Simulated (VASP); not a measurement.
# TiO2 (P3_121) in VASP: further runs

Runs on TiO2. Level: r2SCAN. Tasks: single point.

Program: VASP 6.6.1. These are calculated values, not measurements. Logs are shortened: lines on timing, memory, paths and dates and some standing lists are left out, and cuts for length are marked.

### Step 1. The cell of the first run

It takes space group P3_121 (No. 152, trigonal). Conventional cell: a = 5.340 Å, b = 5.340 Å, c = 6.545 Å, α = 90.00°, β = 90.00°, γ = 120.00°. Within 2.4 Å of Ti (site symmetry 2) lie 4 O at 1.77 to 1.85 Å. O (site symmetry 1) has 2 Ti at 1.77 to 1.85 Å within 2.4 Å.

### Step 2. Single point, r2SCAN (strain -0.040 along x and y, +0.080 along z)

POSCAR

```
TiO2
1.0
    5.3395083205      0.0000000000      0.0000000000
   -2.6697541603      4.6241498493      0.0000000000
    0.0000000000      0.0000000000      6.5450430676
Ti O
3 6
Direct
    0.4661652025      0.0000000000      0.3333333333
    0.0000000000      0.4661652025      0.6666666667
    0.5338347975      0.5338347975      0.0000000000
    0.4189423308      0.2717377456      0.2136010424
    0.7282622544      0.1472045851      0.5469343757
    0.8527954149      0.5810576692      0.8802677091
    0.2717377456      0.4189423308      0.7863989576
    0.1472045851      0.7282622544      0.4530656243
    0.5810576692      0.8527954149      0.1197322909
```

INCAR.step1

```
SYSTEM = TiO2
ALGO = Normal ; EDIFF = 1E-4
ENCUT = 520 ; GGA = PE
ISMEAR = 0 ; LASPH = .True.
LCHARG = .False. ; LREAL = .False.
LWAVE = .True. ; NBANDS = 46
NELM = 80 ; PREC = Accurate
SIGMA = 0.05
```

INCAR.step2

```
SYSTEM = TiO2
ALGO = Normal ; EDIFF = 1E-7
ENCUT = 520 ; ISIF = 2
ISMEAR = 0 ; ISTART = 1
LASPH = .True. ; LCHARG = .False.
LMIXTAU = .True. ; LREAL = .False.
LWAVE = .False. ; METAGGA = R2SCAN
NBANDS = 46 ; NELM = 80
PREC = Accurate ; SIGMA = 0.05
```

KPOINTS

```
k-points
0
Gamma
  6 6 4
  0 0 0
```

Potentials or basis: VASP PAW PBE potentials, release 64 (Ti_sv, O).

Started as:

```console
$ cat potpaw_PBE.64/Ti_sv/POTCAR potpaw_PBE.64/O/POTCAR > POTCAR
$ cp INCAR.step1 INCAR
$ mpirun -np 1 vasp_std > vasp.out
$ cp INCAR.step2 INCAR
$ mpirun -np 1 vasp_std > vasp.out
```

OUTCAR:

```text
SYSTEM = TiO2
   EDIFF = 1E-7
   ENCUT = 520
   ISIF = 2
   ISMEAR = 0
   ISTART = 1
   LASPH = .True.
   LREAL = .False.
   METAGGA = R2SCAN
   NELM = 80
   PREC = Accurate

 ion  position               nearest neighbor table
   1  0.466  0.000  0.333-   4 1.77   8 1.77   9 1.85   5 1.85
   2  0.000  0.466  0.667-   7 1.77   5 1.77   6 1.85   8 1.85
   3  0.534  0.534  0.000-   6 1.77   9 1.77   7 1.85   4 1.85
   4  0.419  0.272  0.214-   1 1.77   3 1.85
   5  0.728  0.147  0.547-   2 1.77   1 1.85
   6  0.853  0.581  0.880-   3 1.77   2 1.85
   7  0.272  0.419  0.786-   2 1.77   3 1.85
   8  0.147  0.728  0.453-   1 1.77   2 1.85
   9  0.581  0.853  0.120-   3 1.77   1 1.85

  LATTYP: Found a hexagonal cell.
 ALAT       =     5.3395083205
 C/A-ratio  =     1.2257763589

  Lattice vectors:

 A1 = (   5.3395083205,   0.0000000000,   0.0000000000)
 A2 = (  -2.6697541603,   4.6241498493,   0.0000000000)
 A3 = (   0.0000000000,   0.0000000000,   6.5450430676)

Analysis of symmetry for initial positions (statically):
=====================================================================
 Subroutine PRICEL returns:
 Original cell was already a primitive cell.

 Routine SETGRP: Setting up the symmetry group for a
 hexagonal supercell.

 Subroutine GETGRP returns: Found  6 space group operations
 (whereof  2 operations were pure point group operations)
 out of a pool of 24 trial point group operations.

The static configuration has the point symmetry C_2 .
 The point group associated with its full space group is D_3 .

Analysis of symmetry for dynamics (positions and initial velocities):
=====================================================================
 Subroutine PRICEL returns:
 Original cell was already a primitive cell.

 Routine SETGRP: Setting up the symmetry group for a
 hexagonal supercell.

 Subroutine GETGRP returns: Found  6 space group operations
 (whereof  2 operations were pure point group operations)
 out of a pool of 24 trial point group operations.

The dynamic configuration has the point symmetry C_2 .
 The point group associated with its full space group is D_3 .

 Subroutine INISYM returns: Found  6 space group operations
 (whereof  2 operations are pure point group operations),
 and found     1 'primitive' translations

[... 109 lines left out ...]
   EDIFFG = 0.1E-05   stopping-criterion for IOM
   NSW    =      0    number of steps for IOM
   IBRION =     -1    ionic relax: 0-MD 1-quasi-New 2-CG
   NFREE  =      0    steps in history (QN), initial steepest desc. (CG)
   ISIF   =      2    stress and relaxation
   ISYM   =      2    0-nonsym 1-usesym 2-fastsym
   POTIM  = 0.5000    time-step for ionic-motion
   TEBEG  =    0.0;   TEEND  =   0.0 temperature during run
   PSTRESS=    0.0 pullay stress
   NELECT =      72.0000    total number of electrons
   NUPDOWN=      -1.0000    fix difference up-down
   EMIN   =  10.00;   EMAX   =-10.00  energy-range for DOS
   EFERMI =   0.00;   METHOD = LEGACY
   ISMEAR =     0;   SIGMA  =   0.05  broadening in eV -4-tet -1-fermi 0-gaus
   EFERMI_NEDOS =   21; number of points for ismear=-14 and -15
   IALGO  =     38    algorithm
   IMIX   =      4    mixing-type and parameters
     AMIX     =   0.40;   BMIX     =  1.00
     AMIX_MAG =   1.60;   BMIX_MAG =  1.00
  volume/ion in A,a.u.               =      17.96       121.17
  Fermi-wavevector in a.u.,A,eV,Ry     =   1.250366  2.362849 21.271549  1.563415
  Thomas-Fermi vector in A             =   2.384363
   LORBIT       =      0    0 simple, 1 ext, 2 COOP (PROOUT), +10 PAW based schemes
   METAGGA = R2SCAN    functional components
   LHFCALC =     F    Hartree Fock is set to
   AEXX    =    0.0000 exact exchange contribution
   IVDW    =     0    specifies the selected vdW correction
   LEPSILON=     F    determine dielectric tensor
   LRPA    =     F    only Hartree local field effects (RPA)
 non-spin polarized calculation
 Gauss-broadening in eV      SIGMA  =   0.05
  energy-cutoff  :      520.00
  volume of cell :      161.60
 maximum number of plane-waves:      4374
   NGX = 19   NGY = 19   NGZ = 25

 number of electron      72.0000000 magnetization

 Free energy of the ion-electron system (eV)
  ---------------------------------------------------
  ext. energy  EPLUGINS =         0.00000000
  ---------------------------------------------------
  free energy    TOTEN  =      -103.19395073 eV

  energy without entropy =     -103.19395073  energy(sigma->0) =     -103.19395073

 E-fermi :  -0.8950     XC(G=0):  -8.6264

 val. band max:       -1.2733319888   @ k =   0.0000   0.0000   0.5000
 cond. band min:       2.6488129943   @ k =   0.0000   0.0000   0.5000
 fundamental gap:      3.9221449831
 Fermi energy:        -0.8949678972

 k-point     1 :       0.0000    0.0000    0.0000
  band No.  band energies     occupation
      1     -58.7061      2.00000
      2     -58.6925      2.00000
      3     -58.6925      2.00000
      4     -34.1251      2.00000
      5     -34.1007      2.00000
      6     -34.1007      2.00000
[... 1165 lines left out ...]
     45       4.7350      0.00000
     46       5.4287      0.00000

------------------------ aborting loop because EDIFF is reached ----------------------------------------

  FORCE on cell =-STRESS in cart. coord.  units (eV):
  Direction    XX          YY          ZZ          XY          YZ          ZX
  --------------------------------------------------------------------------------------
  -------------------------------------------------------------------------------------
  Total        2.8753366      2.8753366     -3.4074917     -0.0000000     -0.0000000      0.0000000
  in kB       28.5071363     28.5071363    -33.7831163     -0.0000000     -0.0000000      0.0000000
  external PRESSURE =       7.7437188 kB  Pullay stress =       0.0000000 kB

 VOLUME and BASIS-vectors are now :
 -----------------------------------------------------------------------------
  energy-cutoff  :      520.00
  volume of cell :      161.60
      direct lattice vectors                 reciprocal lattice vectors
     5.339508321  0.000000000  0.000000000     0.187283162  0.108127984  0.000000000
    -2.669754160  4.624149849  0.000000000     0.000000000  0.216255968  0.000000000
     0.000000000  0.000000000  6.545043068     0.000000000  0.000000000  0.152787383

 POSITION                                       TOTAL-FORCE (eV/Angst)
 -----------------------------------------------------------------------------------
      2.48909      0.00000      2.18168         0.978861     -0.000000     -0.000000
     -1.24455      2.15562      4.36336        -0.489430      0.847718     -0.000000
      1.42521      2.46853      0.00000        -0.489430     -0.847718     -0.000000
      1.51147      1.25656      1.39803        -0.403011      0.500208     -0.437591
      3.49556      0.68070      3.57971        -0.231688     -0.599122     -0.437591
      3.00223      2.68690      5.76139         0.634699      0.098914     -0.437591
      0.33247      1.93725      5.14702         0.634699     -0.098914      0.437591
     -1.15828      3.36759      2.96533        -0.403011     -0.500208      0.437591
      0.82581      3.94345      0.78365        -0.231688      0.599122      0.437591
 -----------------------------------------------------------------------------------
    total drift:                               -0.000005     -0.000009     -0.000000

  FREE ENERGIE OF THE ION-ELECTRON SYSTEM (eV)
  ---------------------------------------------------
  free  energy   TOTEN  =      -103.1939507328 eV

  energy  without entropy=     -103.1939507328  energy(sigma->0) =     -103.19395073
```

Wall time 15 min (1 thread of AMD EPYC 9R14 (Zen 4), shared host); peak memory 0.34 GiB.

Results:

* Free energy: -103.1940 eV
* Pressure: 0.8 GPa
* Largest force: 0.979 eV/Å
* Band gap on the k mesh: 3.92 eV

Forces on the atoms (eV/Å):
```
Ti   0.979  0.000  0.000
Ti  -0.489  0.848  0.000
Ti  -0.489 -0.848  0.000
O   -0.403  0.500 -0.438
O   -0.232 -0.599 -0.438
O    0.635  0.099 -0.438
O    0.635 -0.099  0.438
O   -0.403 -0.500  0.438
O   -0.232  0.599  0.438
```

Caveat: the cell differs from its parent crystal (strain -0.040 along x and y, +0.080 along z); the stress differs along the axes, from -3 to 3 GPa; the PAW data sets were made with another functional, which shifts forces and pressure a little. A k mesh can miss the band edges.

### Step 3. Single point, r2SCAN (strain +0.040 along x and y, -0.040 along z)

POSCAR: that of step 2 with these lines changed.

```diff
@@ -2,5 +2,5 @@
 1.0
-    5.3395083205      0.0000000000      0.0000000000
-   -2.6697541603      4.6241498493      0.0000000000
-    0.0000000000      0.0000000000      6.5450430676
+    5.7844673473      0.0000000000      0.0000000000
+   -2.8922336737      5.0094956701      0.0000000000
+    0.0000000000      0.0000000000      5.8178160601
 Ti O
```

INCAR.step1

```
ALGO = Normal ; EDIFF = 1E-4
ENCUT = 520 ; GGA = PE
ISMEAR = 0 ; LASPH = True
LCHARG = False ; LREAL = False
LWAVE = True ; NBANDS = 46
NELM = 80 ; PREC = Accurate
SIGMA = 0.05
```

INCAR.step2

```
ALGO = Normal ; EDIFF = 1E-6
ENCUT = 520 ; ISIF = 2
ISMEAR = 0 ; ISTART = 1
LASPH = True ; LCHARG = False
LMIXTAU = True ; LREAL = False
LWAVE = False ; METAGGA = R2SCAN
NBANDS = 46 ; NELM = 80
PREC = Accurate ; SIGMA = 0.05
```

KPOINTS

```
k-points
0
Gamma
  6 6 4
```

Potentials or basis: VASP PAW PBE potentials, release 64 (Ti_sv, O).

Started as:

```console
$ cat potpaw_PBE.64/Ti_sv/POTCAR potpaw_PBE.64/O/POTCAR > POTCAR
$ cp INCAR.step1 INCAR
$ mpirun -np 1 vasp_std > vasp.out
$ cp INCAR.step2 INCAR
$ mpirun -np 1 vasp_std > vasp.out
```

It took 17 min on 1 thread of AMD EPYC 9R14 (Zen 4), shared host; peak memory 0.41 GiB.

It converged, with:

- Free energy: -103.2711 eV
- Pressure: -4.0 GPa
- Largest force: 0.556 eV/Å
- Band gap on the k mesh: 3.76 eV (least direct gap 3.86 eV)

Forces on the atoms (eV/Å):
```
Ti  -0.455  0.000  0.000
Ti   0.228 -0.394  0.000
Ti   0.228  0.394  0.000
O    0.471 -0.279  0.098
O    0.006  0.547  0.098
O   -0.477 -0.269  0.098
O   -0.477  0.269 -0.098
O    0.471  0.279 -0.098
O    0.006 -0.547 -0.098
```

Stress tensor (GPa, compression positive):
```
-5.32  0.00  0.00
 0.00 -5.32  0.00
 0.00  0.00 -1.32
```

Levels at points of the mesh, in eV from the valence-band top:
| k point | band 33 | band 34 | band 35 | band 36 | band 37 | band 38 | band 39 | band 40 |
| --- | --- | --- | --- | --- | --- | --- | --- | --- |
| (0.00, 0.00, 0.00) | -0.84 | -0.49 | -0.38 | -0.38 | 3.76 | 4.40 | 4.40 | 4.74 |
| (0.50, 0.00, 0.00) | -0.88 | -0.76 | -0.24 | -0.09 | 4.05 | 4.07 | 4.34 | 4.92 |
| (0.00, 0.00, 0.50) | -0.78 | -0.13 | -0.13 | 0.00 | 3.86 | 4.09 | 4.09 | 4.49 |
| (0.50, 0.00, 0.50) | -0.73 | -0.50 | -0.36 | -0.31 | 4.25 | 4.55 | 4.58 | 4.90 |

Caveat: the cell differs from its parent crystal (strain +0.040 along x and y, -0.040 along z); the cell stands under tension; the PAW data sets were made with another functional, which shifts forces and pressure a little. A k mesh can miss the band edges.

### Step 4. Single point, r2SCAN (strain +0.000 along x and y, +0.040 along z)

POSCAR: that of step 3 with these lines changed.

```diff
@@ -2,5 +2,5 @@
 1.0
-    5.7844673473      0.0000000000      0.0000000000
-   -2.8922336737      5.0094956701      0.0000000000
-    0.0000000000      0.0000000000      5.8178160601
+    5.5619878339      0.0000000000      0.0000000000
+   -2.7809939170      4.8168227597      0.0000000000
+    0.0000000000      0.0000000000      6.3026340651
 Ti O
```

INCAR.step1

```
PREC = Accurate
ENCUT = 520
ISMEAR = 0
SIGMA = 0.05
LREAL = False
LASPH = True
NELM = 60
NBANDS = 46
GGA = PE
ALGO = Normal
EDIFF = 1E-4
LWAVE = True
LCHARG = False
```

INCAR.step2

```
PREC = Accurate
ENCUT = 520
EDIFF = 1E-7
ISMEAR = 0
SIGMA = 0.05
LREAL = False
LASPH = True
NELM = 60
ALGO = Normal
ISIF = 2
LWAVE = False
LCHARG = False
METAGGA = R2SCAN
LMIXTAU = True
NBANDS = 46
ISTART = 1
```

KPOINTS

```
regular mesh
0
Gamma
  6 6 4
```

Started as:

```console
$ cat potpaw_PBE.64/Ti_sv/POTCAR potpaw_PBE.64/O/POTCAR > POTCAR
$ cp INCAR.step1 INCAR
$ mpirun -np 1 vasp_std > vasp.out
$ cp INCAR.step2 INCAR
$ mpirun -np 1 vasp_std > vasp.out
```

Wall time 15 min (1 thread of AMD EPYC 9R14 (Zen 4), shared host); peak memory 0.35 GiB.

Results (log left out):

```
Free energy            : -103.3484 eV
Pressure               : -4.1 GPa
Largest force          : 0.365 eV/Å
Band gap on the k mesh : 3.85 eV
```

Forces in eV/Å, atoms in the order of the input:
```
Ti   0.266  0.000  0.000
Ti  -0.133  0.231  0.000
Ti  -0.133 -0.231  0.000
O    0.185  0.107 -0.295
O   -0.185  0.107 -0.295
O    0.000 -0.214 -0.295
O    0.000  0.214  0.295
O    0.185 -0.107  0.295
O   -0.185 -0.107  0.295
```

Stress tensor (GPa, compression positive):
```
-3.43  0.00  0.00
 0.00 -3.43  0.00
 0.00  0.00 -5.54
```

Levels at points of the mesh, in eV from the valence-band top:
```csv
k point,band 32,band 33,band 34,band 35,band 36,band 37,band 38,band 39,band 40,band 41
"(0.00, 0.00, 0.00)",-0.78,-0.78,-0.26,-0.26,-0.25,3.97,4.45,4.45,4.85,4.85
"(0.50, 0.00, 0.00)",-0.82,-0.78,-0.74,-0.17,0.00,4.14,4.14,4.42,5.06,5.42
"(0.00, 0.00, 0.50)",-0.99,-0.53,-0.01,-0.01,0.00,3.85,4.30,4.30,4.51,4.75
"(0.50, 0.00, 0.50)",-0.81,-0.69,-0.41,-0.27,-0.21,4.40,4.57,4.65,5.06,5.14
```

Caveat: the cell differs from its parent crystal (strain +0.000 along x and y, +0.040 along z); the cell stands under tension; the PAW data sets were made with another functional, which shifts forces and pressure a little. A k mesh can miss the band edges.

(Continued in part 2 of 2.)
